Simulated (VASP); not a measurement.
# In3Se (Pm-3m) in VASP: further runs, part 2 of 2

VASP 6.6.1.

## 4. Single point, PBE+D3(BJ)

INCAR

```
  PREC = Accurate
  ENCUT = 520
  EDIFF = 1E-7
  ISMEAR = 0
  SIGMA = 0.15
  LREAL = F
  LASPH = T
  NELM = 60
  ALGO = Normal
  ISIF = 2
  LWAVE = F
  LCHARG = F
  GGA = PE
  IVDW = 12
  NBANDS = 30
```

KPOINTS

```
regular mesh
0
Gamma
  10 10 10
```

POSCAR

```
In3Se
1.0
    4.7008102814      0.0000000000      0.0000000000
    0.0000000000      4.7008102814      0.0000000000
    0.0000000000      0.0000000000      4.7008102814
In Se
3 1
Direct
    0.0000000000      0.5000000000      0.5000000000
    0.5000000000      0.0000000000      0.5000000000
    0.5000000000      0.5000000000      0.0000000000
    0.0000000000      0.0000000000      0.0000000000
```

Potentials or basis: VASP PAW PBE potentials, release 64 (In_d, Se).

Command:

```
$ cat potpaw_PBE.64/In_d/POTCAR potpaw_PBE.64/Se/POTCAR > POTCAR
$ mpirun -np 1 vasp_std > vasp.out
```

OUTCAR:

```text
PREC = Accurate
   ENCUT = 520
   EDIFF = 1E-7
   ISMEAR = 0
   LREAL = F
   LASPH = T
   NELM = 60
   ISIF = 2
   GGA = PE
   IVDW = 12
 IVDW          = 12

 ion  position               nearest neighbor table
   1  0.000  0.500  0.500-   2 3.32   3 3.32   4 3.32   3 3.32   4 3.32   2 3.32   4 3.32   4 3.32
                             2 3.32   3 3.32   3 3.32   2 3.32
   2  0.500  0.000  0.500-   1 3.32   3 3.32   4 3.32   3 3.32   4 3.32   1 3.32   3 3.32   3 3.32
                             1 3.32   4 3.32   4 3.32   1 3.32
   3  0.500  0.500  0.000-   1 3.32   2 3.32   4 3.32   1 3.32   2 3.32   2 3.32   4 3.32   2 3.32
                             1 3.32   4 3.32   1 3.32   4 3.32
   4  0.000  0.000  0.000-   1 3.32   2 3.32   3 3.32   1 3.32   2 3.32   1 3.32   3 3.32   1 3.32
                             2 3.32   3 3.32   2 3.32   3 3.32

  LATTYP: Found a simple cubic cell.
 ALAT       =     4.7008102814

  Lattice vectors:

 A1 = (   4.7008102814,   0.0000000000,   0.0000000000)
 A2 = (   0.0000000000,   4.7008102814,   0.0000000000)
 A3 = (   0.0000000000,   0.0000000000,   4.7008102814)

Analysis of symmetry for initial positions (statically):
[... 180 lines left out ...]
 val. band max:        6.6069181781   @ k =   0.5000   0.4000   0.0000
 cond. band min:       6.6295414454   @ k =   0.4000   0.3000   0.1000
 fundamental gap:      0.0226232673
 Fermi energy:         6.6185076812

 k-point     1 :       0.0000    0.0000    0.0000
  band No.  band energies     occupation
      1      -8.2280      2.00000
      2      -8.2083      2.00000
      3      -8.2083      2.00000
      4      -8.2083      2.00000
      5      -8.0704      2.00000
      6      -8.0704      2.00000
[... 781 lines left out ...]
     29      11.7185      0.00000
     30      13.7729      0.00000

 [... further k-points ...]

------------------------ aborting loop because EDIFF is reached ----------------------------------------

 Edisp (eV)   -1.35994

 E8    (eV) :    -0.6500

  FORCE on cell =-STRESS in cart. coord.  units (eV):
  Direction    XX          YY          ZZ          XY          YZ          ZX
  --------------------------------------------------------------------------------------
  -------------------------------------------------------------------------------------
  Total       0.01770     0.01770     0.01770     0.00000     0.00000    -0.00000
  in kB       0.27294     0.27294     0.27294     0.00000     0.00000    -0.00000
  external pressure =        0.27 kB  Pullay stress =        0.00 kB

 VOLUME and BASIS-vectors are now :
 -----------------------------------------------------------------------------
  energy-cutoff  :      520.00
  volume of cell :      103.88
      direct lattice vectors                 reciprocal lattice vectors
     4.700810281  0.000000000  0.000000000     0.212729283  0.000000000  0.000000000
     0.000000000  4.700810281  0.000000000     0.000000000  0.212729283  0.000000000
     0.000000000  0.000000000  4.700810281     0.000000000  0.000000000  0.212729283

 POSITION                                       TOTAL-FORCE (eV/Angst)
 -----------------------------------------------------------------------------------
      0.00000      2.35041      2.35041         0.000000      0.000000      0.000000
      2.35041      0.00000      2.35041         0.000000      0.000000      0.000000
      2.35041      2.35041      0.00000         0.000000      0.000000      0.000000
      0.00000      0.00000      0.00000         0.000000      0.000000      0.000000
 -----------------------------------------------------------------------------------
    total drift:                                0.000000      0.000000      0.000000

  FREE ENERGIE OF THE ION-ELECTRON SYSTEM (eV)
  ---------------------------------------------------
  free  energy   TOTEN  =       -13.0118366051 eV

  energy  without entropy=      -12.9925761388  energy(sigma->0) =      -13.00220637
```

OSZICAR:

```text
N       E                     dE             d eps       ncg     rms          rms(c)
DAV:   1     0.409667244364E+03    0.40967E+03   -0.21467E+04  3360   0.193E+03
DAV:   2     0.304496743174E+02   -0.37922E+03   -0.37059E+03  3366   0.454E+02
DAV:   3    -0.100758425871E+02   -0.40526E+02   -0.39326E+02  4194   0.163E+02
DAV:   4    -0.118596980546E+02   -0.17839E+01   -0.17793E+01  3918   0.357E+01
DAV:   5    -0.119358484863E+02   -0.76150E-01   -0.76143E-01  4854   0.646E+00    0.452E+00
DAV:   6    -0.116583033461E+02    0.27755E+00   -0.84522E-01  5000   0.821E+00    0.261E+00
DAV:   7    -0.116558300788E+02    0.24733E-02   -0.13933E-01  4048   0.191E+00    0.103E+00
DAV:   8    -0.116523754564E+02    0.34546E-02   -0.12446E-02  4910   0.698E-01    0.246E-01
DAV:   9    -0.116518985259E+02    0.47693E-03   -0.35949E-03  4862   0.380E-01    0.115E-01
DAV:  10    -0.116518826659E+02    0.15860E-04   -0.44472E-04  4614   0.205E-01    0.377E-02
DAV:  11    -0.116518961527E+02   -0.13487E-04   -0.71243E-05  4032   0.449E-02    0.145E-02
DAV:  12    -0.116518941588E+02    0.19939E-05   -0.47054E-06  5254   0.176E-02    0.563E-03
DAV:  13    -0.116518940376E+02    0.12122E-06   -0.10142E-07  2750   0.290E-03    0.390E-03
DAV:  14    -0.116518937194E+02    0.31817E-06   -0.12898E-07  3060   0.196E-03    0.458E-04
DAV:  15    -0.116518937264E+02   -0.69740E-08   -0.12727E-08  2262   0.101E-03
   1 F= -.13011837E+02 E0= -.13002206E+02  d E =-.192605E-01
```

Run time: 54 s. Hardware: 1 thread of Intel Xeon 6975P-C (Granite Rapids), shared host; peak memory 0.3 GiB.

Results:

| Item | Value |
| --- | --- |
| Free energy | -13.0118 eV |
| Pressure | 0.0 GPa |
| Band gap on the k mesh | zero (an odd number of electrons rules out a gap without spin polarisation) |
| Dispersion energy per atom | -0.340 eV |

Caveat: spin-orbit coupling is left out, which moves the levels of the heavy elements.

## 5. Relaxation of cell and atoms, PBE+D3(BJ)

This run uses another cell than the first one, of 27.71 Å³/atom.

INCAR

```
SYSTEM = In3Se
ALGO     = Normal         ! electronic algorithm
EDIFF    = 1E-7           ! SCF threshold, eV
EDIFFG   = -0.005         ! ionic threshold
ENCUT    = 600            ! plane-wave cutoff, eV
GGA      = PE             ! functional
IBRION   = 2              ! ionic algorithm
ISIF     = 3              ! what is computed and relaxed
ISMEAR   = 0              ! smearing method
IVDW     = 12             ! dispersion correction
LASPH    = .TRUE.         ! aspherical terms in the spheres
LCHARG   = .FALSE.        ! write CHGCAR
LREAL    = .FALSE.        ! projectors in reciprocal space
LWAVE    = .FALSE.        ! write WAVECAR
NELM     = 60             ! most SCF steps
NSW      = 100            ! ionic steps
PREC     = Accurate       ! precision mode
SIGMA    = 0.1            ! smearing width, eV
```

KPOINTS

```
k-points
0
G
  10 10 10
  0 0 0
```

POSCAR

```
In3Se
1.0
    4.8037580000      0.0000000000      0.0000000000
    0.0000000000      4.8037580000      0.0000000000
    0.0000000000      0.0000000000      4.8037580000
In Se
3 1
Direct
    0.0000000000      0.5000000000      0.5000000000
    0.5000000000      0.0000000000      0.5000000000
    0.5000000000      0.5000000000      0.0000000000
    0.0000000000      0.0000000000      0.0000000000
```

Command:

```
$ cat potpaw_PBE.64/In_d/POTCAR potpaw_PBE.64/Se/POTCAR > POTCAR
$ mpirun -np 1 vasp_std > vasp.out
```

It took 2.7 min on 1 thread of Intel Xeon 6975P-C (Granite Rapids), shared host; peak memory 0.38 GiB.

Results (log left out):

| Item | Value |
| --- | --- |
| Free energy | -13.0067 eV |
| Relaxed volume | 26.03 Å³/atom |
| Relaxed cell | a = 4.704 Å, b = 4.704 Å, c = 4.704 Å, α = 90.00°, β = 90.00°, γ = 90.00° |
| Space group after relaxing (to 0.1 Å) | Pm-3m (No. 221) |
| Energy gained by relaxing | 12.1 meV/atom |
| Ionic steps | 3 |
| Pressure after relaxing | 0.0 GPa |
| Band gap on the k mesh | zero (an odd number of electrons rules out a gap without spin polarisation) |
| Dispersion energy per atom | -0.339 eV |

Step by step:
| step | energy change (eV) | largest force (eV/Å) | pressure (GPa) | volume (Å³) |
| --- | --- | --- | --- | --- |
| 1 | 0.0000 | 0.0000 | -2.14 | 110.85 |
| 2 | -0.0474 | 0.0000 | -0.35 | 105.02 |
| 3 | -0.0484 | 0.0000 | -0.02 | 104.10 |

Final structure:
```xyz
4
Lattice="4.7042 0.0000 0.0000 0.0000 4.7042 0.0000 0.0000 0.0000 4.7042" Properties=species:S:1:pos:R:3 pbc="T T T"
In    0.0000    2.3521    2.3521
In    2.3521    0.0000    2.3521
In    2.3521    2.3521    0.0000
Se    0.0000    0.0000    0.0000
```

Levels at points of the mesh, in eV from the Fermi level:
```
           k point  band 20  band 21  band 22  band 23  band 24  band 25
(0.00, 0.00, 0.00)    -3.49    -2.08    -2.08     1.20     1.20     1.20
(0.50, 0.00, 0.00)    -2.61    -1.44    -1.07    -0.15    -0.15     1.35
(0.50, 0.50, 0.00)    -2.07    -0.90    -0.59    -0.59     1.56     1.80
(0.50, 0.50, 0.50)    -4.35    -4.35    -4.35    -3.40     3.23     3.23
```

Caveat: spin-orbit coupling is left out, which moves the levels of the heavy elements.

## 6. The runs side by side

```tsv
task	cell	k mesh	cutoff (eV)	smearing	gap on the mesh (eV)	pressure (GPa)
single point	a = 4.701 Å, 4 atoms	8 × 8 × 8	520	gaussian 0.15 eV	none	0.0
single point	a = 4.701 Å, 4 atoms	10 × 10 × 10	520	gaussian 0.1 eV	none	0.0
single point	a = 4.701 Å, 4 atoms	10 × 10 × 10	520	gaussian 0.15 eV	none	0.0
relaxation of cell and atoms	relaxed from a = 4.804 Å, 4 atoms	10 × 10 × 10	600	gaussian 0.1 eV	none	0.0
```

Alike in all rows: level PBE+D3(BJ); potentials or basis VASP PAW PBE potentials, release 64 (In_d, Se); no spin polarisation.

Caveats: spin-orbit coupling is left out, which moves the levels of the heavy elements.

Absolute energies hang on the potentials; compare differences alone.

The gap in the log of VASP goes by the Fermi energy; the results here count the filled bands.